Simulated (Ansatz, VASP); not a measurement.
# As: VASP beside Ansatz

```
As
1.0
     1.85628   -5.37487    0.00000
     1.85628    5.37487    0.00000
     0.00000    0.00000    4.23063
As
4
Cartesian
  1.8563 4.1641 0.2306
  1.8563 -1.2107 1.8847
  1.8563 -4.1641 4.0000
  1.8563 1.2107 2.3459
```

Alike in both runs: functional LDA; k mesh 12 × 12 × 10; occupations gaussian, width 0.1 eV; no spin polarisation.

Ansatz relaxed the structure, and its values are those at the end. VASP's run is a single point on that final structure, the one shown.

|  | VASP | Ansatz |
| --- | --- | --- |
| version | VASP 6.6.1 | Ansatz 0.2.0 |
| potentials or method | VASP PAW LDA potentials, release 64 (As), cutoff 520 eV | scalar-relativistic, plane waves, PAW |
| valence electrons in the cell | 20 | 60 |

|  | VASP | Ansatz | Ansatz less VASP |
| --- | --- | --- | --- |
| gap on the k mesh at the Fermi level (eV) | none | none | - |
| pressure (GPa) | 0.5 | 0.0 | -0.49 |
| rms of the force components (eV/Å) | 0.046 | 0.003 | -0.0432 |

LDA's correlation is that of Perdew and Zunger in VASP and of Perdew and Wang (1992) in Ansatz. A gap of «none» marks a metal or a gap that the smearing closes. VASP's potentials hold 20 valence electrons a cell and Ansatz's 60, so a difference there can come from the potentials and not from the codes.
